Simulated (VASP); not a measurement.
Wanted: the native input for a VASP 6.6.1 run.

| Quantity | Value |
| --- | --- |
| Task | single point |
| Functional | PBEsol |
| Potentials or basis | VASP PAW PBE potentials, release 64 (C) |
| Cutoff | 520 eV |
| k mesh | 5 × 5 × 15 |
| Occupations | gaussian, width 0.05 eV |
| Spin | no spin polarisation |
| Dipole correction | no |
| Further INCAR settings | ALGO = Normal; EDIFF = 1e-06; NBANDS = 8 |

The structure of C lies in POSCAR:

```
C
1.0
    4.2618170000     -0.0046260000     -0.0303930000
   -0.0046260000      4.3021000000      0.0117740000
   -0.0091590000      0.0035480000      1.2664000000
C
1
Direct
    0.4960000000      0.4997220000      0.5497050000
```

One way to write it, as run:

INCAR

```
PREC     = Accurate       # precision mode
ENCUT    = 520            # plane-wave cutoff, eV
EDIFF    = 1E-6           # SCF threshold, eV
ISMEAR   = 0              # smearing method
SIGMA    = 0.05           # smearing width, eV
LREAL    = F              # projectors in reciprocal space
LASPH    = T              # aspherical terms in the spheres
NELM     = 80             # most SCF steps
ALGO     = Normal         # electronic algorithm
ISIF     = 2              # what is computed and relaxed
LWAVE    = F              # write WAVECAR
LCHARG   = F              # write CHGCAR
GGA      = PS             # functional
NBANDS   = 8              # bands
```

KPOINTS

```
regular mesh
0
Gamma
  5 5 15
```

Potentials or basis: VASP PAW PBE potentials, release 64 (C).

Launch:

```sh
$ cat potpaw_PBE.64/C/POTCAR > POTCAR
$ mpirun -np 1 vasp_std > vasp.out
```

Results of the run:

```json
{
 "Pressure": "3.6 GPa",
 "Band gap on the k mesh": "zero (bands 2 and 3 overlap by 15.05 eV)"
}
```

Caveat: the cell stands under pressure; the PAW data sets were made with another functional, which shifts forces and pressure a little.

It took 31 s on 1 thread of Intel Xeon 8259CL, with other jobs on the host, peak memory 0.14 GiB.
